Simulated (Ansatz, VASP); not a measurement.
CoO in VASP and in Ansatz

```
Co O
1.0
     3.10404    0.00000    0.00000
    -1.55202    2.68818    0.00000
     0.00000    0.00000    5.18273
Co O
2 2
Cartesian
  0.0000 0.0000 0.0388
  0.0000 1.7921 2.6302
  0.0000 0.0000 1.9047
  0.0000 1.7921 4.4961
```

Change from the starting cell: equal strain along all axes, cell held, atoms relaxed: -2.0 %.

Alike in both runs: functional PBE; k mesh 12 × 12 × 8; occupations gaussian, width 0.01 eV; collinear spin.

Ansatz relaxed the structure, and its values are those at the end. VASP's run is a single point on that final structure, the one shown.

|  | VASP | Ansatz |
| --- | --- | --- |
| version | VASP 6.6.1 | Ansatz 0.2.0 |
| potentials or method | VASP PAW PBE potentials, release 64 (Co, O), cutoff 520 eV | scalar-relativistic, plane waves, PAW |
| valence electrons in the cell | 30 | 46 |

```csv
,VASP,Ansatz,Ansatz less VASP
gap on the k mesh at the Fermi level (eV),none,none,-
pressure (GPa),8.9,8.9,+0.01
rms of the force components (eV/Å),0.004,0.000,-0.0036
net moment per atom (μB),0.00,0.00,0.000
size of the moment on the site where the two differ most (μB),2.20,2.02,-0.172
```

Site moments also hang on the region over which each program counts them. A gap of «none» marks a metal or a gap that the smearing closes. VASP's potentials hold 30 valence electrons a cell and Ansatz's 46, so a difference there can come from the potentials and not from the codes. Ansatz's warnings: stress scf threshold loose.
